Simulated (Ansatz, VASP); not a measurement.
## FeAu: VASP beside Ansatz

The input INCAR:

```
SYSTEM = FeAu
PREC     = Accurate       ! precision mode
ENCUT    = 520            ! plane-wave cutoff, eV
EDIFF    = 1E-6           ! SCF threshold, eV
ISMEAR   = -1             ! smearing method
SIGMA    = 0.05           ! smearing width, eV
LREAL    = .FALSE.        ! projectors in reciprocal space
LASPH    = .TRUE.         ! aspherical terms in the spheres
NELM     = 150            ! most SCF steps
ALGO     = Normal         ! electronic algorithm
ISIF     = 2              ! what is computed and relaxed
LWAVE    = .FALSE.        ! write WAVECAR
LCHARG   = .FALSE.        ! write CHGCAR
ISPIN    = 2              ! spin polarisation
MAGMOM   = 0 3            ! initial moments
LORBIT   = 11             ! projections on sites
LMAXMIX  = 4              ! l up to which the mixer works
GGA      = PE             ! functional
NBANDS   = 20             ! bands
```

Contents of KPOINTS:

```
regular mesh
0
G
  11 11 11
  0 0 0
```

POSCAR

```
FeAu
1.0
    1.4210974482      0.8204709943      4.4990531910
   -1.4210974482      0.8204709943      4.4990531910
    0.0000000000     -1.6409419885      4.4990531910
Au Fe
1 1
Direct
    0.0000000000      0.0000000000      0.0000000000
    0.5000000000      0.5000000000      0.5000000000
```

File input.yaml:

```yaml
crystal:
  lattice:
    - [1.4210974482, 0.8204709943, 4.499053191]
    - [-1.4210974482, 0.8204709943, 4.499053191]
    - [0.0, -1.6409419885, 4.499053191]
  atoms:
    - { symbol: Au, position: [0.0, 0.0, 0.0] }
    - { symbol: Fe, position: [0.5, 0.5, 0.5], spin: 3.0 }
hamiltonian:
  xc: pbe
  pseudopotentials: { kind: paw }
magnetization:
  spin_polarized: true
kpoints:
  mp_grid: { grid: [11, 11, 11] }
scf:
  occupations: { method: fermi_dirac, width: 0.05 }
output:
  forces: true
  stress: true
  eigenvalues: true
  write_density: true
  write_potential: true
  elf: true
  volumetric_format: npy
```

Alike in both runs: task single point; functional PBE; k mesh 11 × 11 × 11; occupations fermi-dirac, width 0.05 eV; collinear spin.

|  | VASP | Ansatz |
| --- | --- | --- |
| version | VASP 6.6.1 | Ansatz 0.2.0 |
| potentials or method | VASP PAW PBE potentials, release 64 (Au, Fe) | Ansatz PAW |
| plane-wave cutoff (eV) | 520 | 420 |
| valence electrons in the cell | 19 | 35 |

|  | VASP | Ansatz | Ansatz less VASP |
| --- | --- | --- | --- |
| gap on the k mesh at the Fermi level (eV) | none | none | - |
| pressure (GPa) | -3.9 | -3.7 | +0.24 |
| traceless stress, the component that is largest in VASP (GPa) | 1.06 | 1.10 | +0.045 |
| net moment per atom (μB) | 1.46 | 1.47 | +0.007 |
| size of the moment on the site where the two differ most (μB) | 2.92 | 2.96 | +0.045 |

Site moments also hang on the region over which each program counts them. A gap of «none» marks a metal or a gap that the smearing closes. VASP's potentials hold 19 valence electrons a cell and Ansatz's 35, so a difference there can come from the potentials and not from the codes.

Neither program's run includes spin-orbit coupling.
